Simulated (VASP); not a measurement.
# TiO2 (C2/c) in VASP: a series of runs

The runs below take TiO2 through single point, with PBE.

Everything below comes from runs of VASP 6.6.1. Logs are shortened: lines on timing, memory, paths and dates and some standing lists are left out, and cuts for length are marked.

## (1) The cell of the first run

It takes space group C2/c (No. 15, monoclinic). The conventional cell has a = 5.385 Å, b = 5.373 Å, c = 5.560 Å, α = 90.00°, β = 118.50°, γ = 90.00°. Ti (site symmetry 2) has 6 O at 1.95 to 2.01 Å within 2.6 Å. O (site symmetry 1) has 3 Ti at 1.95 to 2.01 Å and 2 O at 2.47 Å within 2.6 Å.

## (2) Single point, PBE (strain along c alone, the other axes held: +1.0 %, then relaxed in part)

File INCAR:

```
ALGO = Normal
EDIFF = 1E-6
ENCUT = 600
GGA = PE
GGA_COMPAT = F
ISIF = 2
ISMEAR = 0
LASPH = T
LCHARG = T
LELF = T
LREAL = F
LVHAR = T
LWAVE = F
NBANDS = 60
NELM = 120
PREC = Accurate
SIGMA = 0.02
```

File KPOINTS:

```
k-points
0
Gamma
  6 6 6
```

File POSCAR:

```
TiO2
1.0
    5.3851690296      0.0000000000     -0.0227637805
    0.0000000000      5.3725608382      0.0000000000
   -2.7111779053      0.0000000000      4.8980653368
Ti O
4 8
Direct
    0.5000000000      0.3760341681      0.2500000000
    0.5000000000      0.6239658319      0.7500000000
    0.0000000000      0.8760341681      0.2500000000
    0.0000000000      0.1239658319      0.7500000000
    0.2053223373      0.8738484512      0.6611296269
    0.7946776627      0.1261515488      0.3388703731
    0.7946776627      0.8738484512      0.8388703731
    0.2053223373      0.1261515488      0.1611296269
    0.7053223373      0.3738484512      0.6611296269
    0.2946776627      0.6261515488      0.3388703731
    0.2946776627      0.3738484512      0.8388703731
    0.7053223373      0.6261515488      0.1611296269
```

Potentials or basis: VASP PAW PBE potentials, release 64 (Ti_sv, O).

Launch:

```bash
$ cat potpaw_PBE.64/Ti_sv/POTCAR potpaw_PBE.64/O/POTCAR > POTCAR
$ mpirun -np 1 vasp_std > vasp.out
```

OUTCAR:

```text
EDIFF = 1E-6
   ENCUT = 600
   GGA = PE
   ISIF = 2
   ISMEAR = 0
   LASPH = T
   LREAL = F
   NELM = 120
   PREC = Accurate

 ion  position               nearest neighbor table
   1  0.500  0.376  0.250-   6 1.95   8 1.95  10 1.95  12 1.95  11 2.01   9 2.01
   2  0.500  0.624  0.750-   5 1.95   7 1.95   9 1.95  11 1.95  10 2.01  12 2.01
   3  0.000  0.876  0.250-  10 1.95  12 1.95   6 1.95   8 1.95   7 2.01   5 2.01
   4  0.000  0.124  0.750-   9 1.95  11 1.95   5 1.95   7 1.95   6 2.01   8 2.01
   5  0.205  0.874  0.661-   2 1.95   4 1.95   3 2.01
   6  0.795  0.126  0.339-   1 1.95   3 1.95   4 2.01
   7  0.795  0.874  0.839-   2 1.95   4 1.95   3 2.01
   8  0.205  0.126  0.161-   1 1.95   3 1.95   4 2.01
   9  0.705  0.374  0.661-   4 1.95   2 1.95   1 2.01
  10  0.295  0.626  0.339-   3 1.95   1 1.95   2 2.01
  11  0.295  0.374  0.839-   4 1.95   2 1.95   1 2.01
  12  0.705  0.626  0.161-   3 1.95   1 1.95   2 2.01

  LATTYP: Found a simple monoclinic cell.
 ALAT       =     5.3852171421
 B/A-ratio  =     0.9976498062
 C/A-ratio  =     1.0325427744
 COS(beta)  =    -0.4771827417

  Lattice vectors:

 A1 = (   5.3851690296,   0.0000000000,  -0.0227637805)
 A2 = (   0.0000000000,  -5.3725608382,   0.0000000000)
 A3 = (  -2.6739911243,   0.0000000000,  -4.8753015563)

Analysis of symmetry for initial positions (statically):
=====================================================================
 Subroutine PRICEL returns following result:

  LATTYP: Found a base centered monoclinic cell.
 ALAT       =     5.3852171421
 B/A-ratio  =     0.9976498062
 C/A-ratio  =     1.0325427744
 COS(beta)  =    -0.4771827417

  Lattice vectors:

 A1 = (  -2.6925845148,   2.6862804191,   0.0113818903)
 A2 = (  -2.6925845148,  -2.6862804191,   0.0113818903)
 A3 = (   2.6739911243,   0.0000000000,   4.8753015563)

   2 primitive cells build up your supercell.

 Routine SETGRP: Setting up the symmetry group for a
 simple monoclinic supercell.

 Subroutine GETGRP returns: Found  4 space group operations
 (whereof  2 operations were pure point group operations)
 out of a pool of  4 trial point group operations.

The static configuration has the point symmetry S_2 .
 The point group associated with its full space group is C_2h.

Analysis of symmetry for dynamics (positions and initial velocities):
[... 143 lines left out ...]
   PSTRESS=    0.0 pullay stress
   NELECT =      96.0000    total number of electrons
   NUPDOWN=      -1.0000    fix difference up-down
   EMIN   =  10.00;   EMAX   =-10.00  energy-range for DOS
   EFERMI =   0.00;   METHOD = LEGACY
   ISMEAR =     0;   SIGMA  =   0.02  broadening in eV -4-tet -1-fermi 0-gaus
   EFERMI_NEDOS =   21; number of points for ismear=-14 and -15
   IALGO  =     38    algorithm
   IMIX   =      4    mixing-type and parameters
     AMIX     =   0.40;   BMIX     =  1.00
     AMIX_MAG =   1.60;   BMIX_MAG =  1.00
  volume/ion in A,a.u.               =      11.78        79.51
  Fermi-wavevector in a.u.,A,eV,Ry     =   1.438918  2.719160 28.170645  2.070484
  Thomas-Fermi vector in A             =   2.557831
   LORBIT       =      0    0 simple, 1 ext, 2 COOP (PROOUT), +10 PAW based schemes
   GGA     = PE    functional components
   LHFCALC =     F    Hartree Fock is set to
   AEXX    =    0.0000 exact exchange contribution
   IVDW    =     0    specifies the selected vdW correction
   LEPSILON=     F    determine dielectric tensor
   LRPA    =     F    only Hartree local field effects (RPA)
 non-spin polarized calculation
 Gauss-broadening in eV      SIGMA  =   0.02
  energy-cutoff  :      600.00
  volume of cell :      141.38
 maximum number of plane-waves:      4750
 NGX is ok and might be reduce to    48
   NGX = 21   NGY = 21   NGZ = 23

 number of electron      95.9999993 magnetization

 Free energy of the ion-electron system (eV)
  ---------------------------------------------------
  ext. energy  EPLUGINS =         0.00000000
  ---------------------------------------------------
  free energy    TOTEN  =      -107.74411437 eV

  energy without entropy =     -107.74411437  energy(sigma->0) =     -107.74411437

 E-fermi :   3.2719     XC(G=0): -10.5382

 val. band max:        3.0491750374   @ k =   0.0000   0.1667   0.0000
 cond. band min:       5.1665382333   @ k =   0.0000   0.0000   0.0000
 fundamental gap:      2.1173631959
 Fermi energy:         3.2719200260

 k-point     1 :       0.0000    0.0000    0.0000
  band No.  band energies     occupation
      1     -53.4280      2.00000
      2     -53.4003      2.00000
      3     -53.3997      2.00000
      4     -53.3801      2.00000
      5     -29.8450      2.00000
      6     -29.8067      2.00000
[... 1501 lines left out ...]
     59       7.5533      0.00000
     60       7.6004      0.00000

 [... further k-points ...]

------------------------ aborting loop because EDIFF is reached ----------------------------------------

  FORCE on cell =-STRESS in cart. coord.  units (eV):
  Direction    XX          YY          ZZ          XY          YZ          ZX
  --------------------------------------------------------------------------------------
  -------------------------------------------------------------------------------------
  Total       -1.1475538     -0.9041083     -1.0687747      0.0000000      0.0000000      0.4018113
  in kB      -13.0045619    -10.2457349    -12.1118043      0.0000000      0.0000000      4.5534951
  external PRESSURE =     -11.7873670 kB  Pullay stress =       0.0000000 kB

 VOLUME and BASIS-vectors are now :
 -----------------------------------------------------------------------------
  energy-cutoff  :      600.00
  volume of cell :      141.38
      direct lattice vectors                 reciprocal lattice vectors
     5.385169030  0.000000000 -0.022763781     0.186130701  0.000000000  0.103027095
     0.000000000  5.372560838  0.000000000     0.000000000  0.186130977  0.000000000
    -2.711177905  0.000000000  4.898065337     0.000865043  0.000000000  0.204641061

 POSITION                                       TOTAL-FORCE (eV/Angst)
 -----------------------------------------------------------------------------------
      2.01479      2.02027      1.21313        -0.000000      0.007230     -0.000000
      0.65920      3.35229      3.66217        -0.000000     -0.007230     -0.000000
     -0.67779      4.70655      1.22452        -0.000000      0.007230     -0.000000
     -2.03338      0.66601      3.67355        -0.000000     -0.007230     -0.000000
     -0.68674      4.69480      3.23358        -0.008481     -0.000929      0.019347
      3.36074      0.67776      1.64172         0.008481      0.000929     -0.019347
      2.00515      4.69480      4.09075         0.008481     -0.000929     -0.019347
      0.66884      0.67776      0.78455        -0.008481      0.000929      0.019347
      2.00584      2.00852      3.22220        -0.008481     -0.000929      0.019347
      0.66815      3.36404      1.65310         0.008481      0.000929     -0.019347
     -0.68744      2.00852      4.10213         0.008481     -0.000929     -0.019347
      3.36143      3.36404      0.77317        -0.008481      0.000929      0.019347
 -----------------------------------------------------------------------------------
    total drift:                               -0.000000     -0.000000      0.000000

  FREE ENERGIE OF THE ION-ELECTRON SYSTEM (eV)
  ---------------------------------------------------
  free  energy   TOTEN  =      -107.7441143665 eV

  energy  without entropy=     -107.7441143665  energy(sigma->0) =     -107.74411437
```

It took 34 min on 1 thread of Oxide Virtual Turin-like, shared host; peak memory 0.69 GiB.

What came out:

```
Free energy            : -107.7441 eV
Pressure               : -1.2 GPa
Largest force          : 0.021 eV/Å
Band gap on the k mesh : 2.12 eV
```

Forces on the atoms (eV/Å):
```
Ti   0.000  0.007  0.000
Ti   0.000 -0.007  0.000
Ti   0.000  0.007  0.000
Ti   0.000 -0.007  0.000
O   -0.008 -0.001  0.019
O    0.008  0.001 -0.019
O    0.008 -0.001 -0.019
O   -0.008  0.001  0.019
O   -0.008 -0.001  0.019
O    0.008  0.001 -0.019
O    0.008 -0.001 -0.019
O   -0.008  0.001  0.019
```

Levels at points of the mesh, in eV from the valence-band top:
| k point | band 45 | band 46 | band 47 | band 48 | band 49 | band 50 | band 51 | band 52 |
| --- | --- | --- | --- | --- | --- | --- | --- | --- |
| (0.00, 0.00, 0.00) | -0.40 | -0.38 | -0.06 | -0.05 | 2.12 | 2.76 | 3.16 | 3.18 |
| (0.50, 0.00, 0.00) | -0.68 | -0.68 | -0.21 | -0.21 | 2.89 | 2.89 | 3.17 | 3.17 |
| (0.00, 0.50, 0.00) | -0.56 | -0.56 | -0.18 | -0.18 | 2.85 | 2.85 | 3.03 | 3.03 |
| (0.50, 0.50, 0.00) | -0.84 | -0.84 | -0.64 | -0.64 | 3.17 | 3.17 | 3.42 | 3.42 |
| (0.00, 0.00, 0.50) | -0.08 | -0.08 | -0.06 | -0.06 | 2.43 | 2.43 | 3.16 | 3.16 |
| (0.50, 0.00, 0.50) | -0.68 | -0.68 | -0.20 | -0.20 | 2.87 | 2.87 | 3.17 | 3.17 |
| (0.00, 0.50, 0.50) | -0.38 | -0.38 | -0.38 | -0.38 | 3.02 | 3.02 | 3.02 | 3.02 |
| (0.50, 0.50, 0.50) | -0.84 | -0.84 | -0.64 | -0.64 | 3.17 | 3.17 | 3.43 | 3.43 |

Caveat: the cell differs from its parent crystal (strain along c alone, the other axes held: +1.0 %, then relaxed in part). A k mesh can miss the band edges.

## (3) Single point, PBE (strain along c alone, the other axes held: -1.0 %, then relaxed in part)

File INCAR:

```
PREC = Accurate
ENCUT = 600
EDIFF = 1E-6
ISMEAR = 0
SIGMA = 0.02
LREAL = F
LASPH = T
NELM = 120
ALGO = Normal
ISIF = 2
LWAVE = F
LCHARG = F
GGA = PE
NBANDS = 60
GGA_COMPAT = F
```

File KPOINTS:

```
regular mesh
0
Gamma
  6 6 6
```

File POSCAR:

```
TiO2
1.0
    5.3599686068      0.0000000000      0.0227637805
    0.0000000000      5.3725608382      0.0000000000
   -2.6574912141      0.0000000000      4.8010739440
Ti O
4 8
Direct
    0.5000000000      0.3730045255      0.2500000000
    0.5000000000      0.6269954745      0.7500000000
    0.0000000000      0.8730045255      0.2500000000
    0.0000000000      0.1269954745      0.7500000000
    0.2079633345      0.8766429387      0.6647451204
    0.7920366655      0.1233570613      0.3352548796
    0.7920366655      0.8766429387      0.8352548796
    0.2079633345      0.1233570613      0.1647451204
    0.7079633345      0.3766429387      0.6647451204
    0.2920366655      0.6233570613      0.3352548796
    0.2920366655      0.3766429387      0.8352548796
    0.7079633345      0.6233570613      0.1647451204
```

Potentials or basis: VASP PAW PBE potentials, release 64 (Ti_sv, O).

Launch:

```bash
$ cat potpaw_PBE.64/Ti_sv/POTCAR potpaw_PBE.64/O/POTCAR > POTCAR
$ mpirun -np 1 vasp_std > vasp.out
```

Run time: 25 min. Hardware: 1 thread of Oxide Virtual Turin-like, shared host; peak memory 0.68 GiB.

The run converged. Its results:

* Free energy: -107.7306 eV
* Pressure: 2.2 GPa
* Largest force: 0.018 eV/Å
* Band gap on the k mesh: 2.09 eV

Forces in eV/Å, atoms in the order of the input:
```
Ti   0.000 -0.001  0.000
Ti   0.000  0.001  0.000
Ti   0.000 -0.001  0.000
Ti   0.000  0.001  0.000
O    0.000  0.001  0.018
O    0.000 -0.001 -0.018
O    0.000  0.001 -0.018
O    0.000 -0.001  0.018
O    0.000  0.001  0.018
O    0.000 -0.001 -0.018
O    0.000  0.001 -0.018
O    0.000 -0.001  0.018
```

Stress tensor (GPa, compression positive):
```
 2.25  0.00 -0.42
 0.00  1.98  0.00
-0.42  0.00  2.34
```

Levels at points of the mesh, in eV from the valence-band top:
```csv
k point,band 46,band 47,band 48,band 49,band 50,band 51
"(0.00, 0.00, 0.00)",-0.44,-0.05,-0.05,2.09,2.79,3.23
"(0.50, 0.00, 0.00)",-0.72,-0.25,-0.25,2.88,2.88,3.23
"(0.00, 0.50, 0.00)",-0.60,-0.22,-0.22,2.90,2.90,3.06
"(0.50, 0.50, 0.00)",-0.86,-0.65,-0.65,3.19,3.19,3.47
"(0.00, 0.00, 0.50)",-0.12,-0.05,-0.05,2.43,2.43,3.25
"(0.50, 0.00, 0.50)",-0.74,-0.26,-0.26,2.91,2.91,3.23
"(0.00, 0.50, 0.50)",-0.40,-0.40,-0.40,3.04,3.04,3.04
"(0.50, 0.50, 0.50)",-0.86,-0.65,-0.65,3.17,3.17,3.48
```

Caveat: the cell differs from its parent crystal (strain along c alone, the other axes held: -1.0 %, then relaxed in part).
